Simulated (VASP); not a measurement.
# Co3Sn2S2 (R-3m) in VASP: single point with LDA

Aim: the single point of Co3Sn2S2 with LDA.

Program: VASP 6.6.1. These are calculated values, not measurements. Logs are shortened: lines on timing, memory, paths and dates and some standing lists are left out, and cuts for length are marked.

### 1 The cell of the first run

It takes space group R-3m (No. 166, trigonal). The conventional cell has a = 5.244 Å, b = 5.244 Å, c = 12.851 Å, α = 90.00°, β = 90.00°, γ = 120.00°. Co (site symmetry 2/m) has 2 S at 2.12 Å and 4 Co at 2.62 Å and 4 Sn at 2.62 Å within 2.8 Å. Sn (site symmetry -3m) has 6 Co at 2.62 Å and 8 S at 2.80 to 3.37 Å within 3.5 Å. Within 3.8 Å of Sn (site symmetry -3m) lie 6 Co at 2.62 Å and 8 S at 3.10 to 3.62 Å and 6 Sn at 3.71 Å. S (site symmetry 3m) has 3 Co at 2.12 Å and 1 Sn at 2.80 Å within 2.9 Å.

### 2 Single point, LDA

INCAR

```
PREC = Accurate
ENCUT = 520
EDIFF = 1E-6
ISMEAR = 0
SIGMA = 0.05
LREAL = False
LASPH = True
NELM = 100
ALGO = Normal
ISIF = 2
LWAVE = False
LCHARG = False
NBANDS = 42
```

KPOINTS

```
Automatic mesh
0
Gamma
  8 8 8
```

POSCAR

```
Co3Sn2S2
1.0
    2.6219563925      1.5137872290      4.2835736006
   -2.6219563925      1.5137872290      4.2835736006
    0.0000000000     -3.0275744580      4.2835736006
Co Sn S
3 2 2
Direct
    0.0000000000      0.0000000000      0.5000000000
    0.5000000000      0.0000000000      0.0000000000
    0.0000000000      0.5000000000      0.0000000000
    0.5000000000      0.5000000000      0.5000000000
    0.0000000000      0.0000000000      0.0000000000
    0.2819580892      0.2819580892      0.2819580892
    0.7180419108      0.7180419108      0.7180419108
```

Potentials or basis: VASP PAW LDA potentials, release 64 (Co, Sn_d, S).

On the command line:

```bash
$ cat potpaw_LDA.64/Co/POTCAR potpaw_LDA.64/Sn_d/POTCAR potpaw_LDA.64/S/POTCAR > POTCAR
$ mpirun -np 1 vasp_std > vasp.out
```

OUTCAR:

```text
PREC = Accurate
   ENCUT = 520
   EDIFF = 1E-6
   ISMEAR = 0
   LREAL = False
   LASPH = True
   NELM = 100
   ISIF = 2

 ion  position               nearest neighbor table
   1  0.000  0.000  0.500-   6 2.12   7 2.12   2 2.62   3 2.62   3 2.62   2 2.62   4 2.62   4 2.62
                             5 2.62   5 2.62
   2  0.500  0.000  0.000-   6 2.12   7 2.12   1 2.62   4 2.62   4 2.62   1 2.62   3 2.62   3 2.62
                             5 2.62   5 2.62
   3  0.000  0.500  0.000-   6 2.12   7 2.12   1 2.62   4 2.62   1 2.62   4 2.62   2 2.62   2 2.62
                             5 2.62   5 2.62
   4  0.500  0.500  0.500-   2 2.62   3 2.62   2 2.62   3 2.62   1 2.62   1 2.62   6 2.80   7 2.80
                             5 3.71   5 3.71   5 3.71   5 3.71   5 3.71   5 3.71
   5  0.000  0.000  0.000-   1 2.62   1 2.62   3 2.62   2 2.62   3 2.62   2 2.62   7 3.10   6 3.10
                             7 3.10   6 3.10   7 3.10   6 3.10   4 3.71   4 3.71   4 3.71   4 3.71
   6  0.282  0.282  0.282-   1 2.12   2 2.12   3 2.12   4 2.80   5 3.10   5 3.10   5 3.10
   7  0.718  0.718  0.718-   1 2.12   2 2.12   3 2.12   4 2.80   5 3.10   5 3.10   5 3.10

  LATTYP: Found a trigonal (rhomboedric) cell.
 ALAT       =     5.2454942466
 COS(alpha) =     0.5003014441

  Lattice vectors:

 A1 = (   2.6219563925,   1.5137872290,   4.2835736006)
 A2 = (  -2.6219563925,   1.5137872290,   4.2835736006)
 A3 = (   0.0000000000,  -3.0275744580,   4.2835736006)

Analysis of symmetry for initial positions (statically):
=====================================================================
 Subroutine PRICEL returns:
 Original cell was already a primitive cell.

 Routine SETGRP: Setting up the symmetry group for a
 trigonal (rhombohedral) supercell.

 Subroutine GETGRP returns: Found 12 space group operations
 (whereof 12 operations were pure point group operations)
 out of a pool of 12 trial point group operations.

The static configuration has the point symmetry D_3d.

Analysis of symmetry for dynamics (positions and initial velocities):
=====================================================================
 Subroutine PRICEL returns:
 Original cell was already a primitive cell.

 Routine SETGRP: Setting up the symmetry group for a
 trigonal (rhombohedral) supercell.

 Subroutine GETGRP returns: Found 12 space group operations
 (whereof 12 operations were pure point group operations)
 out of a pool of 12 trial point group operations.

The dynamic configuration has the point symmetry D_3d.

 Subroutine INISYM returns: Found 12 space group operations
 (whereof 12 operations are pure point group operations),
 and found     1 'primitive' translations

[... 108 lines left out ...]
   IBRION =     -1    ionic relax: 0-MD 1-quasi-New 2-CG
   NFREE  =      0    steps in history (QN), initial steepest desc. (CG)
   ISIF   =      2    stress and relaxation
   ISYM   =      2    0-nonsym 1-usesym 2-fastsym
   POTIM  = 0.5000    time-step for ionic-motion
   TEBEG  =    0.0;   TEEND  =   0.0 temperature during run
   PSTRESS=    0.0 pullay stress
   NELECT =      67.0000    total number of electrons
   NUPDOWN=      -1.0000    fix difference up-down
   EMIN   =  10.00;   EMAX   =-10.00  energy-range for DOS
   EFERMI =   0.00;   METHOD = LEGACY
   ISMEAR =     0;   SIGMA  =   0.05  broadening in eV -4-tet -1-fermi 0-gaus
   EFERMI_NEDOS =   21; number of points for ismear=-14 and -15
   IALGO  =     38    algorithm
   IMIX   =      4    mixing-type and parameters
     AMIX     =   0.40;   BMIX     =  1.00
     AMIX_MAG =   1.60;   BMIX_MAG =  1.00
  volume/ion in A,a.u.               =      14.57        98.34
  Fermi-wavevector in a.u.,A,eV,Ry     =   1.423040  2.689156 27.552388  2.025043
  Thomas-Fermi vector in A             =   2.543680
   LORBIT       =      0    0 simple, 1 ext, 2 COOP (PROOUT), +10 PAW based schemes
   GGA     = CA    functional components
   LHFCALC =     F    Hartree Fock is set to
   AEXX    =    0.0000 exact exchange contribution
   IVDW    =     0    specifies the selected vdW correction
   LEPSILON=     F    determine dielectric tensor
   LRPA    =     F    only Hartree local field effects (RPA)
 non-spin polarized calculation
 Gauss-broadening in eV      SIGMA  =   0.05
  energy-cutoff  :      520.00
  volume of cell :      102.01
 maximum number of plane-waves:      2778
   NGX = 19   NGY = 19   NGZ = 19

 number of electron      67.0000011 magnetization

 Free energy of the ion-electron system (eV)
  ---------------------------------------------------
  ext. energy  EPLUGINS =         0.00000000
  ---------------------------------------------------
  free energy    TOTEN  =       -46.22510452 eV

  energy without entropy =      -46.21593166  energy(sigma->0) =      -46.22051809

 E-fermi :  10.4694     XC(G=0): -12.3657

 val. band max:       10.4690512746   @ k =  -0.2500  -0.3750   0.1250
 cond. band min:      10.4742935816   @ k =   0.5000   0.1250   0.1250
 fundamental gap:      0.0052423070
 Fermi energy:        10.4693717362

 k-point     1 :       0.0000    0.0000    0.0000
  band No.  band energies     occupation
      1     -11.1938      2.00000
      2     -11.1938      2.00000
      3     -11.1614      2.00000
      4     -11.1271      2.00000
      5     -11.1271      2.00000
      6     -11.0663      2.00000
[... 1069 lines left out ...]
     41      14.5609      0.00000
     42      16.1148      0.00000

 [... further k-points ...]
[... 5 lines left out ...]
  --------------------------------------------------------------------------------------
  -------------------------------------------------------------------------------------
  Total       -0.1689379     -0.1689379      0.0535916      0.0000000     -0.0000000     -0.0000000
  in kB       -2.6533221     -2.6533221      0.8417044      0.0000000     -0.0000000     -0.0000000
  external PRESSURE =      -1.4883133 kB  Pullay stress =       0.0000000 kB

 VOLUME and BASIS-vectors are now :
 -----------------------------------------------------------------------------
  energy-cutoff  :      520.00
  volume of cell :      102.01
      direct lattice vectors                 reciprocal lattice vectors
     2.621956393  1.513787229  4.283573601     0.190697298  0.110099136  0.077816647
    -2.621956393  1.513787229  4.283573601    -0.190697298  0.110099136  0.077816647
     0.000000000 -3.027574458  4.283573601     0.000000000 -0.220198273  0.077816647

 POSITION                                       TOTAL-FORCE (eV/Angst)
 -----------------------------------------------------------------------------------
      0.00000     -1.51379      2.14179        -0.000000     -0.000000      0.000000
      1.31098      0.75689      2.14179         0.000000     -0.000000      0.000000
     -1.31098      0.75689      2.14179        -0.000000     -0.000000      0.000000
      0.00000      0.00000      6.42536         0.000000     -0.000000      0.000000
      0.00000      0.00000      0.00000         0.000000     -0.000000      0.000000
      0.00000      0.00000      3.62336         0.000000      0.000000      0.004089
      0.00000      0.00000      9.22736         0.000000      0.000000     -0.004089
 -----------------------------------------------------------------------------------
    total drift:                               -0.000000      0.000000     -0.000000

  FREE ENERGIE OF THE ION-ELECTRON SYSTEM (eV)
  ---------------------------------------------------
  free  energy   TOTEN  =       -46.2251045187 eV

  energy  without entropy=      -46.2159316636  energy(sigma->0) =      -46.22051809
```

OSZICAR:

```text
N       E                     dE             d eps       ncg     rms          rms(c)
DAV:   1     0.673675678342E+03    0.67368E+03   -0.29872E+04  5526   0.232E+03
DAV:   2     0.596229704017E+02   -0.61405E+03   -0.59251E+03  5460   0.571E+02
DAV:   3    -0.421227442340E+02   -0.10175E+03   -0.97648E+02  5850   0.217E+02
DAV:   4    -0.491372263195E+02   -0.70145E+01   -0.68608E+01  6494   0.582E+01
DAV:   5    -0.493922616325E+02   -0.25504E+00   -0.25433E+00  7170   0.107E+01    0.233E+01
DAV:   6    -0.526598668543E+02   -0.32676E+01   -0.41475E+01  6188   0.759E+01    0.223E+01
DAV:   7    -0.463272365357E+02    0.63326E+01   -0.22615E+01  6202   0.665E+01    0.813E+00
DAV:   8    -0.462995857660E+02    0.27651E-01   -0.28395E+00  6028   0.848E+00    0.292E+00
DAV:   9    -0.462288775184E+02    0.70708E-01   -0.29375E-01  7162   0.605E+00    0.949E-01
DAV:  10    -0.462270531580E+02    0.18244E-02   -0.37595E-02  6390   0.120E+00    0.602E-01
DAV:  11    -0.462251034352E+02    0.19497E-02   -0.56688E-03  8346   0.716E-01    0.207E-01
DAV:  12    -0.462251099455E+02   -0.65102E-05   -0.10985E-03  6588   0.240E-01    0.955E-02
DAV:  13    -0.462251097711E+02    0.17437E-06   -0.48890E-05  7426   0.598E-02    0.555E-02
DAV:  14    -0.462251068567E+02    0.29143E-05   -0.25230E-05  7296   0.523E-02    0.187E-02
DAV:  15    -0.462251046189E+02    0.22379E-05   -0.56312E-06  6280   0.291E-02    0.825E-03
DAV:  16    -0.462251045187E+02    0.10016E-06   -0.12994E-06  3272   0.707E-03
   1 F= -.46225105E+02 E0= -.46220518E+02  d E =-.917286E-02
```

Wall time 7.3 min (1 thread of Intel Xeon 8259CL, shared host); peak memory 0.37 GiB.

Results:

| Quantity | Value |
| --- | --- |
| Free energy | -46.2251 eV |
| Pressure | -0.1 GPa |
| Largest force | 0.004 eV/Å |
| Band gap on the k mesh | zero (an odd number of electrons rules out a gap without spin polarisation) |

Forces in eV/Å, atoms in the order of the input:
```
Co   0.000  0.000  0.000
Co   0.000  0.000  0.000
Co   0.000  0.000  0.000
Sn   0.000  0.000  0.000
Sn   0.000  0.000  0.000
S    0.000  0.000  0.004
S    0.000  0.000 -0.004
```

Caveat: spin-orbit coupling is left out, which moves the levels of the heavy elements; the run has no spin polarisation, though such a crystal can be magnetic. With open d or f shells a metallic result of LDA can be an artefact of self-interaction; +U or a hybrid may open a gap.
